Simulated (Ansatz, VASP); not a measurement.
# Two plane-wave programs on GaAs4

```
Ga As
1.0
     5.58209    0.00000    0.00000
    -2.79105    4.83423    0.00000
     0.00000    0.00000    5.31738
Ga As
1 4
Direct
  0.00000 0.00000 0.50000
  0.50000 0.00000 0.00000
  0.00000 0.50000 0.00000
  0.50000 0.50000 0.00000
  0.00000 0.00000 0.00000
```

Alike in both runs: functional PBE; k mesh 6 × 6 × 4; occupations gaussian, width 0.1 eV; no spin polarisation.

Ansatz relaxed the structure, and its values are those at the end. VASP's run is a single point on that final structure, the one shown.

|  | VASP | Ansatz |
| --- | --- | --- |
| version | VASP 6.6.1 | Ansatz 0.2.0 |
| potentials or method | VASP PAW PBE potentials, release 64 (Ga_d, As), cutoff 520 eV | scalar-relativistic, plane waves, PAW |
| valence electrons in the cell | 33 | 73 |

|  | VASP | Ansatz | Ansatz less VASP |
| --- | --- | --- | --- |
| gap on the k mesh at the Fermi level (eV) | none | none | - |
| pressure (GPa) | 0.2 | 0.1 | -0.07 |

A gap of «none» marks a metal or a gap that the smearing closes. VASP's potentials hold 33 valence electrons a cell and Ansatz's 73, so a difference there can come from the potentials and not from the codes.
